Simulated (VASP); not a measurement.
C: single point with PBE+D3(BJ)

The system is C.

```
C
1.0
     7.39800    0.00000    0.00000
    -3.69900    6.40686    0.00000
     0.00000    0.00000   13.00000
C
18
Direct
  0.97794 0.38884 0.17641
  0.86144 0.44765 0.14894
  0.11044 0.52661 0.57549
  0.89741 0.06945 0.09437
  0.84390 0.17046 0.60857
  0.51894 0.00193 0.54618
  0.85751 0.81710 0.98492
  0.24329 0.38536 0.84455
  0.10746 0.81435 0.65884
  0.01905 0.24833 0.12893
  0.57981 0.09597 0.35648
  0.57471 0.38111 0.67495
  0.64660 0.93360 0.03389
  0.15471 0.98459 0.64517
  0.10827 0.98505 0.44078
  0.69505 0.20079 0.56021
  0.94653 0.58950 0.26935
  0.91019 0.04660 0.61512
```

```yaml
Program: VASP 6.6.1
Task: single point
Functional: PBE
Dispersion: D3(BJ)
Potentials_or_basis: VASP PAW PBE potentials, release 64 (C)
Cutoff: 520 eV
k_mesh: 2 × 2 × 1
Occupations: fermi-dirac, width 0.05 eV
Spin: no spin polarisation
Dipole_correction: no
Further_INCAR_settings: LREAL = Auto; ALGO = Normal; EDIFF = 1e-07; NBANDS = 51
```

```
Largest force              : 16.568 eV/Å
Dispersion energy per atom : -0.065 eV
```

Forces on the atoms (eV/Å):
```
C     8.601  -3.190   1.371
C    -9.386   6.824   2.054
C    -1.163   1.328   1.502
C    -2.428  -4.350  -3.497
C    -0.659   2.612  -0.773
C     0.371   2.953  -1.742
C    -3.665   2.301   2.008
C     0.520  -0.103  -0.713
C     5.048 -15.765   0.683
C     0.107   0.583   1.470
C    -0.632  -0.152   2.074
C     0.109  -0.851  -0.627
C     6.682   0.614   0.652
C    -7.010  14.465  -3.209
C     0.890  -0.072   1.064
C    -2.932  -2.431   0.849
C    -0.021  -2.821  -3.933
C     5.567  -1.945   0.767
```

Levels at points of the mesh, in eV from the Fermi level:
```
           k point  band 34  band 35  band 36  band 37  band 38  band 39
(0.00, 0.00, 0.00)    -0.17    -0.03     0.01     0.05     0.06     0.15
(0.50, 0.00, 0.00)    -0.14    -0.10    -0.04     0.07     0.11     0.15
(0.00, 0.50, 0.00)    -0.16    -0.08    -0.03     0.01     0.07     0.12
(0.50, 0.50, 0.00)    -0.22    -0.09    -0.07     0.01     0.10     0.17
```

Wall time 11 min on 1 thread of Intel Xeon 8259CL (shared host), peak memory 0.61 GiB.

Caveat: the k points lie up to 0.49 Å⁻¹ apart; the atoms stand as in a frame of molecular dynamics.
